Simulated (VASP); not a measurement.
Runs of VASP 6.6.1 on ScAl3. The structure is that of space group Pm-3m (No. 221), or close to it. The cells are those of the table. 

```tsv
cell	gap on the mesh (eV)	pressure (GPa)
a = 4.019 Å, 4 atoms	none	5.2
a = 4.101 Å, 4 atoms	none	(a)
a = 4.181 Å, 4 atoms	none	-5.7
a = 4.142 Å, 4 atoms	none	-3.5
a = 4.060 Å, 4 atoms	none	(b)
```

Alike in all rows: task single point; level r2SCAN; potentials or basis VASP PAW PBE potentials, release 64 (Sc_sv, Al); no spin polarisation; k mesh 7 × 7 × 7; cutoff (eV) 520; smearing fermi-dirac 0.1 eV.

Q: Estimate the missing entries.

A: (a) -1.1; (b) 1.8.

Caveats: the PAW data sets were made with another functional, which shifts forces and pressure a little; the cell stands under tension (at least some runs); the cell stands under pressure (at least some runs).

A gap of «none» marks levels without a gap at the run's occupations.
